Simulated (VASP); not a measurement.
A run of VASP 6.6.1 is set up as follows.

File INCAR:

```
PREC = Accurate
ENCUT = 520
EDIFF = 1E-6
ISMEAR = -1
SIGMA = 0.1
LREAL = F
LASPH = T
NELM = 60
ALGO = Normal
ISIF = 2
LWAVE = F
LCHARG = T
GGA = RE
LELF = T
LVHAR = T
NBANDS = 12
```

Contents of KPOINTS:

```
Automatic mesh
0
Gamma
  14 14 14
```

Contents of POSCAR:

```
Cd
1.0
   -1.8770373927      1.8770373927      1.8770373927
    1.8770373927     -1.8770373927      1.8770373927
    1.8770373927      1.8770373927     -1.8770373927
Cd
1
Direct
    0.0000000000      0.0000000000      0.0000000000
```

Potentials or basis: VASP PAW PBE potentials, release 64 (Cd).

The run is started by

```console
$ cat potpaw_PBE.64/Cd/POTCAR > POTCAR
$ mpirun -np 1 vasp_std > vasp.out
```

Problem. Estimate the band gap on the k mesh.

Solution. Zero (band 6 reaches 5.04 eV, above the bottom of band 7 at 0.58 eV).

Problem. Estimate the pressure.

Solution. -1.4 GPa.

Caveat: the PAW data sets were made with another functional, which shifts forces and pressure a little.
